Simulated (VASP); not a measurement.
## Ir: relaxation of cell and atoms with PBE

The system is Ir.

```
CELL_PARAMETERS angstrom
2.64637 0.00000 0.00000
-1.32319 2.29183 0.00000
0.00000 0.00000 2.48759
ATOMIC_POSITIONS crystal
Ir 0.00000 0.00000 0.00000
```

- Program: VASP 6.6.1
- Task: relaxation of cell and atoms
- Functional: PBE
- Potentials or basis: VASP PAW PBE potentials, release 64 (Ir)
- Cutoff: 600 eV
- k mesh: 16 × 16 × 15
- Occupations: fermi-dirac, width 0.05 eV
- Spin: no spin polarisation
- Dipole correction: no
- Further INCAR settings: ALGO = Normal; EDIFF = 1e-07; IBRION = 2; EDIFFG = -0.005; NSW = 60; ISIF = 3

The relaxed volume is 15.90 Å³/atom, the relaxed cell is a = 2.658 Å, b = 2.658 Å, c = 2.598 Å, α = 90.00°, β = 90.00°, γ = 120.00° and the space group after relaxing (to 0.05 Å) is P6/mmm (No. 191). The energy gained by relaxing is 64.6 meV/atom and the ionic steps are 13. The pressure after relaxing is 0.0 GPa.

Step by step:
| step | energy change (eV) | largest force (eV/Å) | pressure (GPa) | volume (Å³) |
| --- | --- | --- | --- | --- |
| 1 | 0.0000 | 0.0000 | 16.59 | 15.09 |
| 2 | 0.2489 | 0.0000 | -28.37 | 18.70 |
| 3 | -0.0608 | 0.0000 | -3.47 | 16.08 |
| 4 | -0.0614 | 0.0000 | -2.20 | 16.00 |
| 5 | -0.0614 | 0.0000 | -1.89 | 15.99 |
| 6 | -0.0568 | 0.0000 | 4.40 | 15.71 |
| 7 | -0.0645 | 0.0000 | 0.35 | 15.88 |
| 8 | -0.0645 | 0.0000 | 0.39 | 15.88 |
| 9 | -0.0645 | 0.0000 | -0.53 | 15.93 |
| 10 | -0.0646 | 0.0000 | 0.05 | 15.90 |
| 11 | -0.0646 | 0.0000 | 0.03 | 15.90 |
| 12 | -0.0646 | 0.0000 | -0.04 | 15.90 |
| 13 | -0.0646 | 0.0000 | 0.00 | 15.90 |

Final structure:
```
Ir
1.0
     2.65845    0.00000    0.00000
    -1.32922    2.30228    0.00000
     0.00000    0.00000    2.59769
Ir
1
Direct
  0.00000 0.00000 0.00000
```

Levels at points of the mesh, in eV from the Fermi level:
```
           k point  band 2  band 3  band 4  band 5  band 6  band 7
(0.00, 0.00, 0.00)   -6.04   -3.04   -3.04    1.36    1.36   14.64
(0.50, 0.00, 0.00)   -5.02   -1.69   -0.07    0.70    1.95    7.03
```

Wall time 120 s on 1 thread of Intel(R) Xeon(R) 6975P-C (Granite Rapids), on a shared host, peak memory 0.17 GiB.

Caveat: spin-orbit coupling is left out, which moves the levels of the heavy elements.
